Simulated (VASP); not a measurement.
Crystal: ScIn3As.

```
CELL_PARAMETERS angstrom
3.84000 0.00000 0.00000
0.00000 3.84000 0.00000
0.00000 0.00000 16.00000
ATOMIC_POSITIONS crystal
Sc 0.00000 0.50000 0.91500
Sc 0.50000 0.00000 0.08500
In 0.50000 0.00000 0.35800
In 0.50000 0.00000 0.54700
In 0.00000 0.50000 0.26300
In 0.50000 0.00000 0.73700
In 0.00000 0.50000 0.64200
In 0.00000 0.50000 0.45300
As 0.50000 0.00000 0.91500
As 0.00000 0.50000 0.08500
```

- Program: VASP 6.6.1
- Task: relaxation of cell and atoms
- Functional: PBE
- Potentials or basis: VASP PAW PBE potentials, release 64 (Sc_sv, In_d, As)
- Cutoff: 600 eV
- k mesh: 4 × 4 × 1
- Occupations: gaussian, width 0.2 eV
- Spin: no spin polarisation

At the start: pressure 5.6 GPa; volume 23.59 Å³/atom.

Question: Where does the relaxation end?

Answer: Over 20 steps the energy falls by 85.8 meV/atom and the volume is 25.71 Å³/atom (+9.0 %); space group P4/nmm (No. 129, to 0.1 Å) before and after.

The path:
```
step  energy change (eV)  largest force (eV/Å)  pressure (GPa)  volume (Å³)
   1              0.0000                0.8534            5.59       235.93
   2             -0.4898                0.5277           -1.50       265.09
   3             -0.5036                0.4831           -0.60       260.43
   4             -0.5779                0.4187           -0.29       258.75
   5             -0.6397                0.3183            0.65       255.60
   6             -0.6963                0.2506           -0.12       259.48
   7             -0.7258                0.1817           -0.98       264.87
   8             -0.7596                0.1744           -0.50       262.02
   9             -0.7653                0.2214           -0.12       260.44
  10             -0.7794                0.1855            0.10       258.98
  11             -0.7946                0.1559            0.58       255.82
  12             -0.8058                0.1442            0.27       257.02
  13             -0.8142                0.1867           -0.37       259.59
  14             -0.8230                0.2174           -0.39       259.06
  15             -0.8334                0.3387           -0.15       257.46
  16             -0.8463                0.1872            0.24       255.64
  17             -0.8477                0.1055            0.46       254.68
  18             -0.8548                0.1054           -0.16       257.56
  19             -0.8549                0.1069           -0.07       257.23
  20             -0.8578                0.0560           -0.11       257.07
```

Final structure:
```yaml
crystal:
  lattice:
    - [3.86192, 0.00000, 0.00000]
    - [0.00000, 3.86192, 0.00000]
    - [0.00000, 0.00000, 17.23632]
  atoms:
    - { symbol: Sc, position: [0.00000, 0.50000, 0.92343] }
    - { symbol: Sc, position: [0.50000, 0.00000, 0.07657] }
    - { symbol: In, position: [0.50000, 0.00000, 0.32914] }
    - { symbol: In, position: [0.50000, 0.00000, 0.55338] }
    - { symbol: In, position: [0.00000, 0.50000, 0.24257] }
    - { symbol: In, position: [0.50000, 0.00000, 0.75743] }
    - { symbol: In, position: [0.00000, 0.50000, 0.67086] }
    - { symbol: In, position: [0.00000, 0.50000, 0.44662] }
    - { symbol: As, position: [0.50000, 0.00000, 0.91860] }
    - { symbol: As, position: [0.00000, 0.50000, 0.08140] }
```

Caveat: the k points lie up to 0.41 Å⁻¹ apart in the final cell, too coarse for converged energies and pressures of a metal; the relaxation stopped at a loose force limit of 0.08 eV/Å, so its end isn't a converged minimum.
